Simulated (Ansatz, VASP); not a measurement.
**Mo in VASP and in Ansatz**

INCAR

```
PREC     = Accurate       # precision mode
ENCUT    = 520            # plane-wave cutoff, eV
EDIFF    = 1E-6           # SCF threshold, eV
ISMEAR   = 0              # smearing method
SIGMA    = 0.15           # smearing width, eV
LREAL    = F              # projectors in reciprocal space
LASPH    = T              # aspherical terms in the spheres
NELM     = 80             # most SCF steps
ALGO     = Normal         # electronic algorithm
ISIF     = 2              # what is computed and relaxed
LWAVE    = F              # write WAVECAR
LCHARG   = F              # write CHGCAR
NBANDS   = 13             # bands
```

KPOINTS

```
Automatic mesh
0
Gamma
  18 18 18
```

File POSCAR:

```
Mo
1.0
    2.9748675570      0.0000000000      0.0000000000
   -1.4874337785      2.5763108772      0.0000000000
    0.0000000000      0.0000000000      2.5551807000
Mo
1
Direct
    0.0000000000      0.0000000000      0.5000000000
```

Input for Ansatz:

```yaml
crystal:
  lattice:
    - [2.974867557, 0.0, 0.0]
    - [-1.4874337785, 2.5763108772, 0.0]
    - [0.0, 0.0, 2.5551807]
  atoms:
    - { symbol: Mo, position: [0.0, 0.0, 0.5] }
basis:
  ecutwfc: 420
kpoints:
  mp_grid: { grid: [18, 18, 18] }
hamiltonian:
  xc: lda
scf:
  occupations: { method: gaussian, width: 0.15 }
output:
  forces: true
  stress: true
  eigenvalues: true
```

Change from the starting cell: strain +0.0875 x Voigt [1, 1, 0, 0, 0, 0], atoms carried along.

Alike in both runs: task single point; functional LDA; k mesh 18 × 18 × 18; occupations gaussian, width 0.15 eV; no spin polarisation.

|  | VASP | Ansatz |
| --- | --- | --- |
| version | VASP 6.6.1 | Ansatz 0.2.0 |
| potentials or method | VASP PAW LDA potentials, release 64 (Mo_sv), cutoff 520 eV | scalar-relativistic, plane waves, PAW |
| valence electrons in the cell | 14 | 14 |

|  | VASP | Ansatz | Ansatz less VASP |
| --- | --- | --- | --- |
| gap on the k mesh at the Fermi level (eV) | none | none | - |
| pressure (GPa) | -30.2 | -30.8 | -0.56 |
| traceless stress, the component that is largest in VASP (GPa) | 2.01 | 1.81 | -0.199 |

LDA's correlation is that of Perdew and Zunger in VASP and of Perdew and Wang (1992) in Ansatz. A gap of «none» marks a metal or a gap that the smearing closes. Both programs put the cell under strong tension, so it lies far from rest at this level.

Noted on VASP's run: the cell as given lies far from equilibrium.
